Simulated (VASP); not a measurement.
# La2O3 in VASP: a series of runs, part 2 of 2

VASP 6.6.1. The steps go on from the part before.

## (3) Single point, PBEsol (atoms moved at random)

Input file INCAR:

```
PREC = Accurate ; ENCUT = 520
EDIFF = 1E-6 ; ISMEAR = -1
SIGMA = 0.05 ; LREAL = False
LASPH = True ; NELM = 60
ALGO = Normal ; ISIF = 2
LWAVE = False ; LCHARG = True
GGA = PS ; LELF = True
LVHAR = True ; NBANDS = 28
```

Input file KPOINTS:

```
regular mesh
0
Gamma
  8 8 5
```

Input file POSCAR:

```
La2O3
1.0
    3.9307778780      0.0000000000      0.0000000000
   -1.9653889390      3.4041534990      0.0000000000
    0.0000000000      0.0000000000      6.1119535200
La O
2 3
Direct
    0.3394670000      0.6588080000      0.2459800000
    0.6754630000      0.3387370000      0.7552280000
    0.0055620000      0.0024750000     -0.0033560000
    0.3362110000      0.6643290000      0.6501560000
    0.6719440000      0.3266460000      0.3569860000
```

Potentials or basis: VASP PAW PBE potentials, release 64 (La, O).

Run with:

```bash
> cat potpaw_PBE.64/La/POTCAR potpaw_PBE.64/O/POTCAR > POTCAR
> mpirun -np 1 vasp_std > vasp.out
```

It took 7.4 min on 1 thread of Intel Xeon Platinum 8259CL at 2.50GHz (Skylake/Cascade Lake), shared host; peak memory 0.47 GiB.

Results (log left out):

```yaml
Free_energy: -43.6782 eV
Pressure: -3.3 GPa
Largest_force: 0.272 eV/Å
Band_gap_on_the_k_mesh: 3.80 eV, indirect (least direct gap 3.96 eV)
```

Forces on the atoms (eV/Å):
```
La  -0.051  0.060  0.260
La  -0.014 -0.177 -0.104
O    0.012 -0.049  0.239
O    0.078  0.096 -0.208
O   -0.025  0.071 -0.187
```

Stress tensor (GPa, compression positive):
```
-2.97 -0.01  0.09
-0.01 -3.78 -0.37
 0.09 -0.37 -3.11
```

Levels at points of the mesh, in eV from the valence-band top:
| k point | band 16 | band 17 | band 18 | band 19 | band 20 | band 21 | band 22 | band 23 | band 24 | band 25 |
| --- | --- | --- | --- | --- | --- | --- | --- | --- | --- | --- |
| (0.00, 0.00, 0.00) | -2.07 | -1.68 | -0.39 | -0.35 | -0.10 | 4.27 | 4.56 | 4.58 | 5.09 | 5.42 |
| (0.50, 0.00, 0.00) | -0.76 | -0.71 | -0.60 | -0.41 | -0.29 | 3.80 | 4.72 | 5.22 | 5.24 | 5.32 |
| (0.00, 0.50, 0.00) | -0.76 | -0.70 | -0.64 | -0.38 | -0.25 | 3.83 | 4.75 | 5.22 | 5.23 | 5.32 |
| (0.50, 0.50, 0.00) | -0.77 | -0.68 | -0.60 | -0.41 | -0.29 | 3.80 | 4.73 | 5.23 | 5.24 | 5.31 |

Caveat: the cell differs from its parent crystal (atoms moved at random); the PAW data sets were made with another functional, which shifts forces and pressure a little; spin-orbit coupling is left out, which moves the levels of the heavy elements.

## (4) Single point, LDA

Input file INCAR:

```
PREC     = Accurate       # precision mode
ENCUT    = 520            # plane-wave cutoff, eV
EDIFF    = 1E-6           # SCF threshold, eV
ISMEAR   = -1             # smearing method
SIGMA    = 0.05           # smearing width, eV
LREAL    = F              # projectors in reciprocal space
LASPH    = T              # aspherical terms in the spheres
NELM     = 60             # most SCF steps
ALGO     = Normal         # electronic algorithm
ISIF     = 2              # what is computed and relaxed
LWAVE    = F              # write WAVECAR
LCHARG   = F              # write CHGCAR
NBANDS   = 28             # bands
```

KPOINTS is that of step 3.

Input file POSCAR:

```
La2O3
1.0
    3.9307778780      0.0000000000      0.0000000000
   -1.9653889390      3.4041534990      0.0000000000
    0.0000000000      0.0000000000      6.1119535200
La O
2 3
Direct
    0.3333333333      0.6666666667      0.2462356800
    0.6666666667      0.3333333333      0.7537643200
    0.0000000000      0.0000000000      0.0000000000
    0.3333333333      0.6666666667      0.6458906500
    0.6666666667      0.3333333333      0.3541093500
```

Potentials or basis: VASP PAW LDA potentials, release 64 (La, O).

Run with:

```bash
> cat potpaw_LDA.64/La/POTCAR potpaw_LDA.64/O/POTCAR > POTCAR
> mpirun -np 1 vasp_std > vasp.out
```

OUTCAR:

```text
PREC = Accurate
   ENCUT = 520
   EDIFF = 1E-6
   ISMEAR = -1
   LREAL = F
   LASPH = T
   NELM = 60
   ISIF = 2

 ion  position               nearest neighbor table
   1  0.333  0.667  0.246-   5 2.36   5 2.36   5 2.36   4 2.44   3 2.72   3 2.72   3 2.72
   2  0.667  0.333  0.754-   4 2.36   4 2.36   4 2.36   5 2.44   3 2.72   3 2.72   3 2.72
   3  0.000  0.000  0.000-   1 2.72   2 2.72   2 2.72   1 2.72   2 2.72   1 2.72
   4  0.333  0.667  0.646-   2 2.36   2 2.36   2 2.36   1 2.44
   5  0.667  0.333  0.354-   1 2.36   1 2.36   1 2.36   2 2.44

  LATTYP: Found a hexagonal cell.
 ALAT       =     3.9307778780
 C/A-ratio  =     1.5548966921

  Lattice vectors:

 A1 = (   3.9307778780,   0.0000000000,   0.0000000000)
 A2 = (  -1.9653889390,   3.4041534990,   0.0000000000)
 A3 = (   0.0000000000,   0.0000000000,   6.1119535200)

Analysis of symmetry for initial positions (statically):
=====================================================================
 Subroutine PRICEL returns:
 Original cell was already a primitive cell.

 Routine SETGRP: Setting up the symmetry group for a
[... 175 lines left out ...]

 val. band max:        5.6294880618   @ k =   0.2500   0.2500   0.4000
 cond. band min:       9.3957614245   @ k =   0.5000   0.0000   0.0000
 fundamental gap:      3.7662733626
 Fermi energy:         6.8454207675

 k-point     1 :       0.0000    0.0000    0.0000
  band No.  band energies     occupation
      1     -23.9610      2.00000
      2     -23.7093      2.00000
      3     -11.0379      2.00000
      4      -9.6813      2.00000
      5      -9.2699      2.00000
      6      -7.4701      2.00000
[... 733 lines left out ...]
     27      10.9091      0.00000
     28      10.9818      0.00000

 [... further k-points ...]

------------------------ aborting loop because EDIFF is reached ----------------------------------------

  FORCE on cell =-STRESS in cart. coord.  units (eV):
  Direction    XX          YY          ZZ          XY          YZ          ZX
  --------------------------------------------------------------------------------------
  -------------------------------------------------------------------------------------
  Total       -3.3417127     -3.3417127     -3.0519123      0.0000000     -0.0000000      0.0000000
  in kB      -65.4654277    -65.4654277    -59.7881270      0.0000000     -0.0000000      0.0000000
  external PRESSURE =     -63.5729942 kB  Pullay stress =       0.0000000 kB

 VOLUME and BASIS-vectors are now :
 -----------------------------------------------------------------------------
  energy-cutoff  :      520.00
  volume of cell :       81.78
      direct lattice vectors                 reciprocal lattice vectors
     3.930777878  0.000000000  0.000000000     0.254402571  0.146879393  0.000000000
    -1.965388939  3.404153499  0.000000000     0.000000000  0.293758786  0.000000000
     0.000000000  0.000000000  6.111953520     0.000000000  0.000000000  0.163613810

 POSITION                                       TOTAL-FORCE (eV/Angst)
 -----------------------------------------------------------------------------------
     -0.00000      2.26944      1.50498         0.000000     -0.000000      0.158886
      1.96539      1.13472      4.60697         0.000000      0.000000     -0.158886
      0.00000      0.00000      0.00000         0.000000      0.000000      0.000000
     -0.00000      2.26944      3.94765        -0.000000     -0.000000     -0.015001
      1.96539      1.13472      2.16430        -0.000000      0.000000      0.015001
 -----------------------------------------------------------------------------------
    total drift:                               -0.000000      0.000000      0.000000

  FREE ENERGIE OF THE ION-ELECTRON SYSTEM (eV)
  ---------------------------------------------------
  free  energy   TOTEN  =       -45.8197724714 eV

  energy  without entropy=      -45.8197724714  energy(sigma->0) =      -45.81977247
```

stdout:

```text
POSCAR found type information on POSCAR LaO
 POSCAR found :  2 types and       5 ions
 scaLAPACK will be used
 LDA part: xc-table for (Slater(with rela. corr.)+CA(PZ))
 , standard interpolation
 POSCAR, INCAR and KPOINTS ok, starting setup
 FFT: planning ... GRIDC
 FFT: planning ... GRID_SOFT
 FFT: planning ... GRID
 WAVECAR not read
 entering main loop
```

Run time: 2 min. Hardware: 1 thread of Intel Xeon Platinum 8259CL at 2.50GHz (Skylake/Cascade Lake), shared host; peak memory 0.23 GiB.

What came out:

- Free energy: -45.8198 eV
- Pressure: -6.4 GPa
- Largest force: 0.159 eV/Å
- Band gap on the k mesh: 3.77 eV, indirect (least direct gap 3.91 eV)

Forces in eV/Å, atoms in the order of the input:
```
La   0.000  0.000  0.159
La   0.000  0.000 -0.159
O    0.000  0.000  0.000
O    0.000  0.000 -0.015
O    0.000  0.000  0.015
```

Caveat: spin-orbit coupling is left out, which moves the levels of the heavy elements. A k mesh can miss the band edges.

## (5) Overview

| task | level | potentials or basis | cell | cutoff (eV) | gap on the mesh (eV) | pressure (GPa) | largest force (eV/Å) |
| --- | --- | --- | --- | --- | --- | --- | --- |
| relaxation of cell and atoms | PBEsol+D4 | VASP PAW PBE potentials, release 64 (La, O) | relaxed | 600 | 3.85 | 0.0 | 0.01 |
| single point | PBEsol | VASP PAW PBE potentials, release 64 (La, O) | as given | 520 | 3.80 | -3.3 | 0.27 |
| single point | LDA | VASP PAW LDA potentials, release 64 (La, O) | as given | 520 | 3.77 | -6.4 | 0.16 |

Some of these runs hold the atoms at other places in the same cell, which the table doesn't show; runs alike in all that it shows share one row.

Alike in all rows: no spin polarisation; k mesh 8 × 8 × 5; smearing fermi-dirac 0.05 eV.

Caveats: spin-orbit coupling is left out, which moves the levels of the heavy elements; the PAW data sets were made with another functional, which shifts forces and pressure a little (some runs).

Total energies depend on the potentials used, so only differences within one code and one set of settings carry meaning.
